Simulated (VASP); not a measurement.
# SiC (Fm-3m) in VASP: a series of runs, part 2 of 2

VASP 6.6.1. Earlier steps stand in the parts before.

## (4) Single point, PBE

The input, INCAR:

```
SYSTEM = SiC
PREC = Accurate ; ENCUT = 600
EDIFF = 1E-6 ; ISMEAR = 1
SIGMA = 0.5 ; LREAL = .False.
LASPH = .True. ; NELM = 120
ALGO = Normal ; ISIF = 2
LWAVE = .False. ; LCHARG = .False.
GGA = PE ; NBANDS = 11
GGA_COMPAT = .False.
```

The input, KPOINTS:

```
regular mesh
0
Gamma
  8 8 8
  0 0 0
```

The input, POSCAR:

```
SiC
1.0
    0.0000000000      2.0138689999      2.0138689999
    2.0138689999      0.0000000000      2.0138689999
    2.0138689999      2.0138689999      0.0000000000
Si C
1 1
Direct
    0.0000000000      0.0000000000      0.0000000000
    0.5000000000      0.5000000000      0.5000000000
```

The run is started by

```
$ cat potpaw_PBE.64/Si/POTCAR potpaw_PBE.64/C/POTCAR > POTCAR
$ mpirun -np 1 vasp_std > vasp.out
```

It took 8.2 s on 1 thread of Intel Xeon 8259CL, shared host; peak memory 0.13 GiB.

Results (log left out):

```yaml
Free_energy: -13.5666 eV
Pressure: 5.8 GPa
Band_gap_on_the_k_mesh: zero (band 4 reaches 12.70 eV, above the bottom of band 5 at 11.81 eV)
```

Levels at points of the mesh, in eV from the Fermi level:
```tsv
k point	band 1	band 2	band 3	band 4	band 5	band 6	band 7	band 8	band 9
(0.00, 0.00, 0.00)	-18.68	-0.03	-0.03	-0.03	7.72	8.92	8.92	8.92	12.88
(0.50, 0.00, 0.00)	-13.44	-11.70	-1.12	-1.12	5.30	5.30	5.98	9.75	14.95
(0.50, 0.50, 0.00)	-11.63	-9.98	-4.40	-4.40	-0.86	2.43	15.03	15.03	15.27
```

## (5) Single point, HSE06

POSCAR is that of step 4.

The input, INCAR.step1:

```
ALGO = Normal ; EDIFF = 1E-5
ENCUT = 520 ; GGA = PE
ISIF = 2 ; ISMEAR = -1
LASPH = True ; LCHARG = False
LREAL = False ; LWAVE = True
NBANDS = 11 ; NELM = 100
PREC = Accurate ; SIGMA = 0.02
```

The input, INCAR.step2:

```
ALGO = Normal ; EDIFF = 1E-7
ENCUT = 520 ; GGA = PE
HFSCREEN = 0.2079 ; ISIF = 2
ISMEAR = -1 ; ISTART = 1
LASPH = True ; LCHARG = False
LHFCALC = True ; LREAL = False
LWAVE = False ; NBANDS = 11
NELM = 100 ; PREC = Accurate
PRECFOCK = Normal ; SIGMA = 0.02
```

The input, KPOINTS:

```
k-points
0
Gamma
  6 6 6
```

Potentials or basis: VASP PAW PBE potentials, release 64 (Si, C).

The run is started by

```
$ cat potpaw_PBE.64/Si/POTCAR potpaw_PBE.64/C/POTCAR > POTCAR
$ cp INCAR.step1 INCAR
$ mpirun -np 1 vasp_std > vasp.out
$ cp INCAR.step2 INCAR
$ mpirun -np 1 vasp_std > vasp.out
```

OUTCAR:

```text
EDIFF = 1E-7
   ENCUT = 520
   GGA = PE
   HFSCREEN = 0.2079
   ISIF = 2
   ISMEAR = -1
   ISTART = 1
   LASPH = True
   LHFCALC = True
   LREAL = False
   NELM = 100
   PREC = Accurate
   PRECFOCK = Normal

 ion  position               nearest neighbor table
   1  0.000  0.000  0.000-   2 2.01   2 2.01   2 2.01   2 2.01   2 2.01   2 2.01
   2  0.500  0.500  0.500-   1 2.01   1 2.01   1 2.01   1 2.01   1 2.01   1 2.01

  LATTYP: Found a face centered cubic cell.
 ALAT       =     4.0277379998

  Lattice vectors:

 A1 = (   0.0000000000,   2.0138689999,   2.0138689999)
 A2 = (   2.0138689999,   0.0000000000,   2.0138689999)
 A3 = (   2.0138689999,   2.0138689999,   0.0000000000)

Analysis of symmetry for initial positions (statically):
=====================================================================
 Subroutine PRICEL returns:
 Original cell was already a primitive cell.

 Routine SETGRP: Setting up the symmetry group for a
 face centered cubic supercell.

 Subroutine GETGRP returns: Found 48 space group operations
 (whereof 48 operations were pure point group operations)
 out of a pool of 48 trial point group operations.

The static configuration has the point symmetry O_h .

Analysis of symmetry for dynamics (positions and initial velocities):
=====================================================================
 Subroutine PRICEL returns:
 Original cell was already a primitive cell.

 Routine SETGRP: Setting up the symmetry group for a
 face centered cubic supercell.

 Subroutine GETGRP returns: Found 48 space group operations
 (whereof 48 operations were pure point group operations)
 out of a pool of 48 trial point group operations.

The dynamic configuration has the point symmetry O_h .

 Subroutine INISYM returns: Found 48 space group operations
 (whereof 48 operations are pure point group operations),
 and found     1 'primitive' translations

[... 120 lines left out ...]
   ENCUTFOCK=  -1.0 apply spherical cutoff to Coloumb kernel
   IVDW    =     0    specifies the selected vdW correction
   LEPSILON=     F    determine dielectric tensor
   LRPA    =     F    only Hartree local field effects (RPA)
 non-spin polarized calculation
  energy-cutoff  :      520.00
  volume of cell :       16.34
 maximum number of plane-waves:       459
 NGX is ok and might be reduce to    24
  NGX = 16; NGY = 16; NGZ = 16

 number of electron       8.0000000 magnetization

 Free energy of the ion-electron system (eV)
  ---------------------------------------------------
  ext. energy  EPLUGINS =         0.00000000
  ---------------------------------------------------
  free energy    TOTEN  =       -15.80633830 eV

  energy without entropy =      -15.80624514  energy(sigma->0) =      -15.80629172

 E-fermi :  12.1628     XC(G=0): -10.4239

 val. band max:       12.0498685036   @ k =  -0.1667   0.1667   0.0000
 cond. band min:      12.2478331460   @ k =   0.0000   0.0000   0.0000
 fundamental gap:      0.1979646424
 Fermi energy:        12.1628429639

 k-point     1 :       0.0000    0.0000    0.0000
  band No.  band energies     occupation
      1      -8.3327      2.00000
      2      12.2478      0.02814
      3      12.2478      0.02814
      4      12.2478      0.02814
      5      21.3810      0.00000
      6      22.2901      0.00000
      7      22.2901      0.00000
      8      22.2901      0.00000
      9      26.7915      0.00000
     10      26.7915      0.00000
     11      26.7915      0.00000
[... 197 lines left out ...]
 k-point    16 :      -0.3333    0.5000    0.1667
  band No.  band energies     occupation
      1      -0.2141      2.00000
      2       2.2365      2.00000
      3       4.9374      2.00000
      4       5.0393      2.00000
      5      16.0378      0.00000
      6      19.7505      0.00000
      7      23.7572      0.00000
      8      26.8635      0.00000
      9      29.7898      0.00000
     10      32.0576      0.00000
     11      37.1756      0.00000

------------------------ aborting loop because EDIFF is reached ----------------------------------------

  FORCE on cell =-STRESS in cart. coord.  units (eV):
  Direction    XX          YY          ZZ          XY          YZ          ZX
  --------------------------------------------------------------------------------------
  -------------------------------------------------------------------------------------
  Total       -0.3254883     -0.3254883     -0.3254883     -0.0000000     -0.0000000      0.0000000
  in kB      -31.9243711    -31.9243711    -31.9243711     -0.0000000     -0.0000000      0.0000000
  external PRESSURE =     -31.9243711 kB  Pullay stress =       0.0000000 kB

 VOLUME and BASIS-vectors are now :
 -----------------------------------------------------------------------------
  energy-cutoff  :      520.00
  volume of cell :       16.34
      direct lattice vectors                 reciprocal lattice vectors
     0.000000000  2.013869000  2.013869000    -0.248278314  0.248278314  0.248278314
     2.013869000  0.000000000  2.013869000     0.248278314 -0.248278314  0.248278314
     2.013869000  2.013869000  0.000000000     0.248278314  0.248278314 -0.248278314

 POSITION                                       TOTAL-FORCE (eV/Angst)
 -----------------------------------------------------------------------------------
      0.00000      0.00000      0.00000        -0.000000      0.000000      0.000000
      2.01387      2.01387      2.01387         0.000000     -0.000000     -0.000000
 -----------------------------------------------------------------------------------
    total drift:                                0.000100      0.000090      0.000097

  FREE ENERGIE OF THE ION-ELECTRON SYSTEM (eV)
  ---------------------------------------------------
  free  energy   TOTEN  =       -15.8063383020 eV

  energy  without entropy=      -15.8062451421  energy(sigma->0) =      -15.80629172
```

It took 3.6 min on 1 thread of AMD EPYC 7R13 (Zen 3), shared host; peak memory 0.21 GiB.

What came out:

| Property | Result |
| --- | --- |
| Free energy | -15.8063 eV |
| Pressure | -3.2 GPa |
| Band gap on the k mesh | zero (band 4 reaches 12.25 eV, above the bottom of band 5 at 11.96 eV) |

Caveat: the k points lie up to 0.45 Å⁻¹ apart; the PAW data sets were made with another functional, which shifts forces and pressure a little.

## (6) Single point, PBE-based screened hybrid

POSCAR is that of step 5.

The input, INCAR.step1:

```
SYSTEM = SiC
PREC = Accurate
ENCUT = 520
EDIFF = 1E-5
ISMEAR = -1
SIGMA = 0.02
LREAL = .False.
LASPH = .True.
NELM = 100
ALGO = Normal
ISIF = 2
LWAVE = .True.
LCHARG = .False.
NBANDS = 11
GGA = PE
```

The input, INCAR.step2:

```
SYSTEM = SiC
PREC = Accurate
ENCUT = 520
EDIFF = 1E-6
ISMEAR = -1
SIGMA = 0.02
LREAL = .False.
LASPH = .True.
NELM = 100
ALGO = Normal
ISIF = 2
LWAVE = .False.
LCHARG = .False.
GGA = PE
LHFCALC = .True.
AEXX = 0.2
HFSCREEN = 0.5
PRECFOCK = Normal
NBANDS = 11
ISTART = 1
```

The input, KPOINTS:

```
regular mesh
0
Gamma
  6 6 6
  0 0 0
```

Potentials or basis: VASP PAW PBE potentials, release 64 (Si, C).

The run is started by

```
$ cat potpaw_PBE.64/Si/POTCAR potpaw_PBE.64/C/POTCAR > POTCAR
$ cp INCAR.step1 INCAR
$ mpirun -np 1 vasp_std > vasp.out
$ cp INCAR.step2 INCAR
$ mpirun -np 1 vasp_std > vasp.out
```

OUTCAR:

```text
SYSTEM = SiC
   PREC = Accurate
   ENCUT = 520
   EDIFF = 1E-6
   ISMEAR = -1
   LREAL = .False.
   LASPH = .True.
   NELM = 100
   ISIF = 2
   GGA = PE
   LHFCALC = .True.
   AEXX = 0.2
   HFSCREEN = 0.5
   PRECFOCK = Normal
   ISTART = 1

 ion  position               nearest neighbor table
   1  0.000  0.000  0.000-   2 2.01   2 2.01   2 2.01   2 2.01   2 2.01   2 2.01
   2  0.500  0.500  0.500-   1 2.01   1 2.01   1 2.01   1 2.01   1 2.01   1 2.01

  LATTYP: Found a face centered cubic cell.
 ALAT       =     4.0277379998

  Lattice vectors:

 A1 = (   0.0000000000,   2.0138689999,   2.0138689999)
 A2 = (   2.0138689999,   0.0000000000,   2.0138689999)
 A3 = (   2.0138689999,   2.0138689999,   0.0000000000)

Analysis of symmetry for initial positions (statically):
=====================================================================
 Subroutine PRICEL returns:
 Original cell was already a primitive cell.

 Routine SETGRP: Setting up the symmetry group for a
 face centered cubic supercell.

 Subroutine GETGRP returns: Found 48 space group operations
 (whereof 48 operations were pure point group operations)
 out of a pool of 48 trial point group operations.

The static configuration has the point symmetry O_h .

Analysis of symmetry for dynamics (positions and initial velocities):
=====================================================================
 Subroutine PRICEL returns:
 Original cell was already a primitive cell.

 Routine SETGRP: Setting up the symmetry group for a
 face centered cubic supercell.

 Subroutine GETGRP returns: Found 48 space group operations
 (whereof 48 operations were pure point group operations)
 out of a pool of 48 trial point group operations.

The dynamic configuration has the point symmetry O_h .

 Subroutine INISYM returns: Found 48 space group operations
 (whereof 48 operations are pure point group operations),
 and found     1 'primitive' translations

----------------------------------------------------------------------------------------
[... 119 lines left out ...]
   ENCUTFOCK=  -1.0 apply spherical cutoff to Coloumb kernel
   IVDW    =     0    specifies the selected vdW correction
   LEPSILON=     F    determine dielectric tensor
   LRPA    =     F    only Hartree local field effects (RPA)
 non-spin polarized calculation
  energy-cutoff  :      520.00
  volume of cell :       16.34
 maximum number of plane-waves:       459
 NGX is ok and might be reduce to    24
  NGX = 16; NGY = 16; NGZ = 16

 number of electron       8.0000000 magnetization

 Free energy of the ion-electron system (eV)
  ---------------------------------------------------
  ext. energy  EPLUGINS =         0.00000000
  ---------------------------------------------------
  free energy    TOTEN  =       -14.49284527 eV

  energy without entropy =      -14.49266686  energy(sigma->0) =      -14.49275607

 E-fermi :  12.4464     XC(G=0): -11.2666

 val. band max:       12.3494384562   @ k =  -0.1667   0.1667   0.0000
 cond. band min:      12.5151102552   @ k =   0.0000   0.0000   0.0000
 fundamental gap:      0.1656717991
 Fermi energy:        12.4463759864

 k-point     1 :       0.0000    0.0000    0.0000
  band No.  band energies     occupation
      1      -7.3184      2.00000
      2      12.5151      0.06234
      3      12.5151      0.06234
      4      12.5151      0.06233
      5      20.8770      0.00000
      6      21.9233      0.00000
      7      21.9233      0.00000
      8      21.9233      0.00000
      9      26.1895      0.00000
     10      26.1895      0.00000
     11      26.1895      0.00000
[... 197 lines left out ...]
 k-point    16 :      -0.3333    0.5000    0.1667
  band No.  band energies     occupation
      1       0.5879      2.00000
      2       2.9470      2.00000
      3       5.5193      2.00000
      4       5.5850      2.00000
      5      15.7495      0.00000
      6      19.3968      0.00000
      7      23.2158      0.00000
      8      26.2885      0.00000
      9      29.0972      0.00000
     10      31.3985      0.00000
     11      36.4797      0.00000

------------------------ aborting loop because EDIFF is reached ----------------------------------------

  FORCE on cell =-STRESS in cart. coord.  units (eV):
  Direction    XX          YY          ZZ          XY          YZ          ZX
  --------------------------------------------------------------------------------------
  -------------------------------------------------------------------------------------
  Total        0.0306738      0.0306738      0.0306738      0.0000000      0.0000000     -0.0000000
  in kB        3.0085281      3.0085281      3.0085281      0.0000000      0.0000000     -0.0000000
  external PRESSURE =       3.0085281 kB  Pullay stress =       0.0000000 kB

 VOLUME and BASIS-vectors are now :
 -----------------------------------------------------------------------------
  energy-cutoff  :      520.00
  volume of cell :       16.34
      direct lattice vectors                 reciprocal lattice vectors
     0.000000000  2.013869000  2.013869000    -0.248278314  0.248278314  0.248278314
     2.013869000  0.000000000  2.013869000     0.248278314 -0.248278314  0.248278314
     2.013869000  2.013869000  0.000000000     0.248278314  0.248278314 -0.248278314

 POSITION                                       TOTAL-FORCE (eV/Angst)
 -----------------------------------------------------------------------------------
      0.00000      0.00000      0.00000        -0.000000     -0.000000     -0.000000
      2.01387      2.01387      2.01387         0.000000      0.000000      0.000000
 -----------------------------------------------------------------------------------
    total drift:                               -0.000003     -0.000003     -0.000003

  FREE ENERGIE OF THE ION-ELECTRON SYSTEM (eV)
  ---------------------------------------------------
  free  energy   TOTEN  =       -14.4928452700 eV

  energy  without entropy=      -14.4926668606  energy(sigma->0) =      -14.49275607
```

OSZICAR.step1:

```text
N       E                     dE             d eps       ncg     rms          rms(c)
DAV:   1     0.166819182256E+01    0.16682E+01   -0.39868E+03   376   0.611E+02
DAV:   2    -0.143884093882E+02   -0.16057E+02   -0.14631E+02   420   0.103E+02
DAV:   3    -0.149855000018E+02   -0.59709E+00   -0.59538E+00   437   0.142E+01
DAV:   4    -0.149869650348E+02   -0.14650E-02   -0.14649E-02   379   0.862E-01
DAV:   5    -0.149869682940E+02   -0.32593E-05   -0.32592E-05   431   0.394E-02    0.839E+00
DAV:   6    -0.135641008113E+02    0.14229E+01   -0.47503E+00   376   0.101E+01    0.361E+00
DAV:   7    -0.135370648008E+02    0.27036E-01   -0.35259E-01   400   0.341E+00    0.145E+00
DAV:   8    -0.135373573991E+02   -0.29260E-03   -0.48428E-03   370   0.520E-01    0.352E-01
DAV:   9    -0.135376412539E+02   -0.28385E-03   -0.61079E-04   384   0.199E-01    0.129E-01
DAV:  10    -0.135376649601E+02   -0.23706E-04   -0.43418E-05   391   0.439E-02    0.130E-02
DAV:  11    -0.135376629602E+02    0.19999E-05   -0.13165E-05   197   0.176E-02
   1 F= -.13537663E+02 E0= -.13537556E+02  d E =-.213761E-03
```

It took 3 min on 1 thread of AMD EPYC 7R13 (Zen 3), shared host; peak memory 0.2 GiB.

What came out:

```yaml
Free_energy: -14.4928 eV
Pressure: 0.3 GPa
Band_gap_on_the_k_mesh: zero (band 4 reaches 12.52 eV, above the bottom of band 5 at 11.82 eV)
```

Caveat: the k points lie up to 0.45 Å⁻¹ apart; the PAW data sets were made with another functional, which shifts forces and pressure a little.

## (7) The runs side by side

| level | potentials or basis | k mesh | cutoff (eV) | smearing | grid for exact exchange (PRECFOCK) | screening parameter | share of exact exchange | gap on the mesh (eV) | pressure (GPa) |
| --- | --- | --- | --- | --- | --- | --- | --- | --- | --- |
| LDA | VASP PAW LDA potentials, release 64 (Si, C) | 8 × 8 × 8 | 600 | fermi-dirac 0.02 eV | - | - | - | none | -3.1 |
| PBE | VASP PAW PBE potentials, release 64 (Si, C) | 8 × 8 × 8 | 600 | fermi-dirac 0.5 eV | - | - | - | none | 9.9 |
| PBE | VASP PAW PBE potentials, release 64 (Si, C) | 8 × 8 × 8 | 600 | methfessel-paxton 0.5 eV | - | - | - | none | 5.8 |
| HSE06 | VASP PAW PBE potentials, release 64 (Si, C) | 6 × 6 × 6 | 520 | fermi-dirac 0.02 eV | Normal | 0.2079 1/Å | - | none | -3.2 |
| PBE-based screened hybrid | VASP PAW PBE potentials, release 64 (Si, C) | 6 × 6 × 6 | 520 | fermi-dirac 0.02 eV | Normal | 0.5 1/Å | 0.2 | none | 0.3 |

Alike in all rows: task single point; no spin polarisation; cell as given.

Caveats: some runs use coarse meshes; the PAW data sets were made with another functional, which shifts forces and pressure a little (some runs).

Total energies depend on the potentials used, so only differences within one code and one set of settings carry meaning.
